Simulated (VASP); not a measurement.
# ZnSe (F-43m) in VASP: single point with PBE

Aim: the single point of ZnSe with PBE.

Program: VASP 6.6.1. These are calculated values, not measurements. Logs are shortened: lines on timing, memory, paths and dates and some standing lists are left out, and cuts for length are marked.

## (1) The cell of the first run

The structure is cubic, space group F-43m (No. 216). The conventional cell has a = 6.013 Å, b = 6.013 Å, c = 6.013 Å, α = 90.00°, β = 90.00°, γ = 90.00°. Zn (site symmetry -43m) has 4 Se at 2.60 Å within 3.4 Å. Within 3.4 Å of Se (site symmetry -43m) lie 4 Zn at 2.60 Å.

## (2) Single point, PBE (Hg replaced by Zn, lengths x 0.976, strained)

INCAR

```
SYSTEM = ZnSe
ALGO = Normal ; EDIFF = 1E-7
ENCUT = 520 ; GGA = PE
ISIF = 2 ; ISMEAR = 0
LASPH = .True. ; LCHARG = .False.
LREAL = .False. ; LWAVE = .False.
NBANDS = 16 ; NELM = 100
PREC = Accurate ; SIGMA = 0.02
```

KPOINTS

```
k-points
0
Gamma
  8 8 8
  0 0 0
```

POSCAR

```
ZnSe
1.0
    0.0000000000      3.0064214086      3.0064214086
    3.0064214086      0.0000000000      3.0064214086
    3.0064214086      3.0064214086      0.0000000000
Zn Se
1 1
Direct
    0.0000000000      0.0000000000      0.0000000000
    0.7500000000      0.7500000000      0.7500000000
```

Potentials or basis: VASP PAW PBE potentials, release 64 (Zn, Se).

Run with:

```bash
$ cat potpaw_PBE.64/Zn/POTCAR potpaw_PBE.64/Se/POTCAR > POTCAR
$ mpirun -np 1 vasp_std > vasp.out
```

OUTCAR:

```text
SYSTEM = ZnSe
   EDIFF = 1E-7
   ENCUT = 520
   GGA = PE
   ISIF = 2
   ISMEAR = 0
   LASPH = .True.
   LREAL = .False.
   NELM = 100
   PREC = Accurate

 ion  position               nearest neighbor table
   1  0.000  0.000  0.000-   2 2.60   2 2.60   2 2.60   2 2.60
   2  0.750  0.750  0.750-   1 2.60   1 2.60   1 2.60   1 2.60

  LATTYP: Found a face centered cubic cell.
 ALAT       =     6.0128428172

  Lattice vectors:

 A1 = (   0.0000000000,   3.0064214086,   3.0064214086)
 A2 = (   3.0064214086,   0.0000000000,   3.0064214086)
 A3 = (   3.0064214086,   3.0064214086,   0.0000000000)

Analysis of symmetry for initial positions (statically):
=====================================================================
 Subroutine PRICEL returns:
 Original cell was already a primitive cell.

 Routine SETGRP: Setting up the symmetry group for a
 face centered cubic supercell.

 Subroutine GETGRP returns: Found 24 space group operations
 (whereof 24 operations were pure point group operations)
 out of a pool of 48 trial point group operations.

The static configuration has the point symmetry T_d .

Analysis of symmetry for dynamics (positions and initial velocities):
=====================================================================
 Subroutine PRICEL returns:
 Original cell was already a primitive cell.

 Routine SETGRP: Setting up the symmetry group for a
 face centered cubic supercell.

 Subroutine GETGRP returns: Found 24 space group operations
 (whereof 24 operations were pure point group operations)
 out of a pool of 48 trial point group operations.

The dynamic configuration has the point symmetry T_d .

 Subroutine INISYM returns: Found 24 space group operations
 (whereof 24 operations are pure point group operations),
 and found     1 'primitive' translations

----------------------------------------------------------------------------------------

                                     Primitive cell

  volume of cell :      54.3475

  direct lattice vectors                    reciprocal lattice vectors
     0.000000000  3.006421409  3.006421409    -0.166310684  0.166310684  0.166310684
     3.006421409  0.000000000  3.006421409     0.166310684 -0.166310684  0.166310684
     3.006421409  3.006421409  0.000000000     0.166310684  0.166310684 -0.166310684

  length of vectors
     4.251721930  4.251721930  4.251721930     0.288058554  0.288058554  0.288058554

  position of ions in fractional coordinates (direct lattice)
     0.000000000  0.000000000  0.000000000
     0.750000000  0.750000000  0.750000000

  ion indices of the primitive-cell ions
   primitive index   ion index
                 1           1
                 2           2

----------------------------------------------------------------------------------------

 KPOINTS: k-points

Automatic generation of k-mesh.
 Grid dimensions read from file:
 generate k-points for:    8    8    8

 Generating k-lattice:

  Cartesian coordinates                     Fractional coordinates (reciprocal lattice)
    -0.020788835  0.020788835  0.020788835     0.125000000  0.000000000  0.000000000
     0.020788835 -0.020788835  0.020788835     0.000000000  0.125000000  0.000000000
     0.020788835  0.020788835 -0.020788835     0.000000000  0.000000000  0.125000000

  Length of vectors
     0.036007319  0.036007319  0.036007319

  Shift w.r.t. Gamma in fractional coordinates (k-lattice)
     0.000000000  0.000000000  0.000000000

 Subroutine IBZKPT returns following result:
 ===========================================

 Found     29 irreducible k-points:

 Following reciprocal coordinates:
            Coordinates               Weight
  0.000000  0.000000  0.000000      1.000000
  0.125000  0.000000  0.000000      8.000000
  0.250000  0.000000  0.000000      8.000000
  0.375000  0.000000  0.000000      8.000000
  0.500000  0.000000  0.000000      4.000000
  0.125000  0.125000  0.000000      6.000000
[... 16 lines left out ...]
  0.500000  0.250000  0.125000     48.000000
 -0.375000  0.250000  0.125000     24.000000
 [... further k-points ...]
   k-points           NKPTS =     29   k-points in BZ     NKDIM =     29   number of bands    NBANDS=     16
   number of dos      NEDOS =    301   number of ions     NIONS =      2
   total plane-waves  NPLWV =  32768
   dimension x,y,z NGX =    32 NGY =   32 NGZ =   32
   dimension x,y,z NGXF=    64 NGYF=   64 NGZF=   64
   ions per type =               1   1
   NGX,Y,Z   is equivalent  to a cutoff of  12.51, 12.51, 12.51 a.u.
   NGXF,Y,Z  is equivalent  to a cutoff of  25.02, 25.02, 25.02 a.u.
 SYSTEM =  ZnSe
   PREC   = accura    normal or accurate (medium, high low for compatibility)
   ISTART =      0    job   : 0-new  1-cont  2-samecut
   ICHARG =      2    charge: 1-file 2-atom 10-const
   ISPIN  =      1    spin polarized calculation?
   LNONCOLLINEAR =      F non collinear calculations
   LSORBIT =      F    spin-orbit coupling
   LASPH  =      T    aspherical Exc in radial PAW
   ENCUT  =  520.0 eV  38.22 Ry    6.18 a.u.   7.91  7.91  7.91*2*pi/ulx,y,z
   NELM   =    100;   NELMIN=  2; NELMDL= -5     # of ELM steps
   EDIFF  = 0.1E-06   stopping-criterion for ELM
   LREAL  =      F    real-space projection
   EDIFFG = 0.1E-05   stopping-criterion for IOM
   NSW    =      0    number of steps for IOM
   IBRION =     -1    ionic relax: 0-MD 1-quasi-New 2-CG
   NFREE  =      0    steps in history (QN), initial steepest desc. (CG)
   ISIF   =      2    stress and relaxation
   ISYM   =      2    0-nonsym 1-usesym 2-fastsym
   POTIM  = 0.5000    time-step for ionic-motion
   TEBEG  =    0.0;   TEEND  =   0.0 temperature during run
   PSTRESS=    0.0 pullay stress
   NELECT =      18.0000    total number of electrons
   NUPDOWN=      -1.0000    fix difference up-down
   EMIN   =  10.00;   EMAX   =-10.00  energy-range for DOS
   EFERMI =   0.00;   METHOD = LEGACY
   ISMEAR =     0;   SIGMA  =   0.02  broadening in eV -4-tet -1-fermi 0-gaus
   EFERMI_NEDOS =   21; number of points for ismear=-14 and -15
   IALGO  =     38    algorithm
   IMIX   =      4    mixing-type and parameters
     AMIX     =   0.40;   BMIX     =  1.00
     AMIX_MAG =   1.60;   BMIX_MAG =  1.00
  volume/ion in A,a.u.               =      27.17       183.38
  Fermi-wavevector in a.u.,A,eV,Ry     =   1.132676  2.140448 17.455671  1.282956
  Thomas-Fermi vector in A             =   2.269378
   LORBIT       =      0    0 simple, 1 ext, 2 COOP (PROOUT), +10 PAW based schemes
   GGA     = PE    functional components
   LHFCALC =     F    Hartree Fock is set to
   AEXX    =    0.0000 exact exchange contribution
   IVDW    =     0    specifies the selected vdW correction
   LEPSILON=     F    determine dielectric tensor
   LRPA    =     F    only Hartree local field effects (RPA)
 non-spin polarized calculation
 Gauss-broadening in eV      SIGMA  =   0.02
  energy-cutoff  :      520.00
  volume of cell :       54.35
 maximum number of plane-waves:      1476
   NGX = 15   NGY = 15   NGZ = 15

 number of electron      17.9999999 magnetization

 Free energy of the ion-electron system (eV)
  ---------------------------------------------------
  ext. energy  EPLUGINS =         0.00000000
  ---------------------------------------------------
  free energy    TOTEN  =        -5.88816483 eV

  energy without entropy =       -5.88816483  energy(sigma->0) =       -5.88816483

 E-fermi :   0.3580     XC(G=0):  -8.5358

 val. band max:        0.2490119512   @ k =   0.0000   0.0000   0.0000
 cond. band min:       0.8768075775   @ k =   0.0000   0.0000   0.0000
 fundamental gap:      0.6277956263
 Fermi energy:         0.3580155515

 k-point     1 :       0.0000    0.0000    0.0000
  band No.  band energies     occupation
      1     -12.0325      2.00000
      2      -5.8057      2.00000
      3      -5.8057      2.00000
      4      -5.8057      2.00000
      5      -5.5755      2.00000
      6      -5.5755      2.00000
[... 8 lines left out ...]
     15      11.3259      0.00000
     16      11.3259      0.00000

 k-point     2 :       0.1250    0.0000    0.0000
  band No.  band energies     occupation
      1     -11.9631      2.00000
      2      -5.7955      2.00000
      3      -5.7955      2.00000
      4      -5.7920      2.00000
      5      -5.5762      2.00000
      6      -5.5762      2.00000
[... 8 lines left out ...]
     15      10.6767      0.00000
     16      10.6767      0.00000

 k-point     3 :       0.2500    0.0000    0.0000
  band No.  band energies     occupation
      1     -11.7863      2.00000
      2      -5.7731      2.00000
      3      -5.7731      2.00000
      4      -5.7314      2.00000
      5      -5.5750      2.00000
      6      -5.5750      2.00000
[... 8 lines left out ...]
     15      10.4447      0.00000
     16      10.6018      0.00000

 k-point     4 :       0.3750    0.0000    0.0000
  band No.  band energies     occupation
      1     -11.5943      2.00000
      2      -5.7549      2.00000
      3      -5.7549      2.00000
      4      -5.5914      2.00000
      5      -5.5687      2.00000
      6      -5.5687      2.00000
[... 8 lines left out ...]
     15      11.3334      0.00000
     16      11.3334      0.00000
[... 324 lines left out ...]
 k-point    22 :       0.3750    0.2500    0.1250
  band No.  band energies     occupation
      1     -11.6501      2.00000
      2      -5.7570      2.00000
      3      -5.7378      2.00000
      4      -5.6978      2.00000
      5      -5.5812      2.00000
      6      -5.5598      2.00000
[... 8 lines left out ...]
     15      11.9135      0.00000
     16      12.7115      0.00000

 k-point    23 :       0.5000    0.2500    0.1250
  band No.  band energies     occupation
      1     -11.4918      2.00000
      2      -5.7352      2.00000
      3      -5.7222      2.00000
      4      -5.6176      2.00000
      5      -5.5660      2.00000
      6      -5.5168      2.00000
[... 8 lines left out ...]
     15      12.0313      0.00000
     16      13.1252      0.00000

 k-point    24 :      -0.3750    0.2500    0.1250
  band No.  band energies     occupation
      1     -11.4229      2.00000
      2      -5.7310      2.00000
      3      -5.7145      2.00000
      4      -5.5892      2.00000
      5      -5.5694      2.00000
      6      -5.4392      2.00000
[... 8 lines left out ...]
     15      12.2924      0.00000
     16      13.0131      0.00000

 [... further k-points ...]

------------------------ aborting loop because EDIFF is reached ----------------------------------------

  FORCE on cell =-STRESS in cart. coord.  units (eV):
  Direction    XX          YY          ZZ          XY          YZ          ZX
  --------------------------------------------------------------------------------------
  -------------------------------------------------------------------------------------
  Total       -1.9476818     -1.9476818     -1.9476818      0.0000000      0.0000000      0.0000000
  in kB      -57.4181288    -57.4181288    -57.4181288      0.0000000      0.0000000      0.0000000
  external PRESSURE =     -57.4181288 kB  Pullay stress =       0.0000000 kB

 VOLUME and BASIS-vectors are now :
 -----------------------------------------------------------------------------
  energy-cutoff  :      520.00
  volume of cell :       54.35
      direct lattice vectors                 reciprocal lattice vectors
     0.000000000  3.006421409  3.006421409    -0.166310684  0.166310684  0.166310684
     3.006421409  0.000000000  3.006421409     0.166310684 -0.166310684  0.166310684
     3.006421409  3.006421409  0.000000000     0.166310684  0.166310684 -0.166310684

 POSITION                                       TOTAL-FORCE (eV/Angst)
 -----------------------------------------------------------------------------------
      0.00000      0.00000      0.00000         0.000000      0.000000      0.000000
      4.50963      4.50963      4.50963        -0.000000     -0.000000     -0.000000
 -----------------------------------------------------------------------------------
    total drift:                                0.000001      0.000001      0.000001

  FREE ENERGIE OF THE ION-ELECTRON SYSTEM (eV)
  ---------------------------------------------------
  free  energy   TOTEN  =        -5.8881648286 eV

  energy  without entropy=       -5.8881648286  energy(sigma->0) =       -5.88816483
```

It took 41 s on 1 thread of AMD EPYC 7R43 (Zen 3), shared host; peak memory 0.15 GiB.

Results:

```
Free energy            : -5.8882 eV
Pressure               : -5.7 GPa
Band gap on the k mesh : 0.63 eV, direct
```

Caveat: the cell differs from its parent crystal (Hg replaced by Zn, lengths x 0.976, strained).
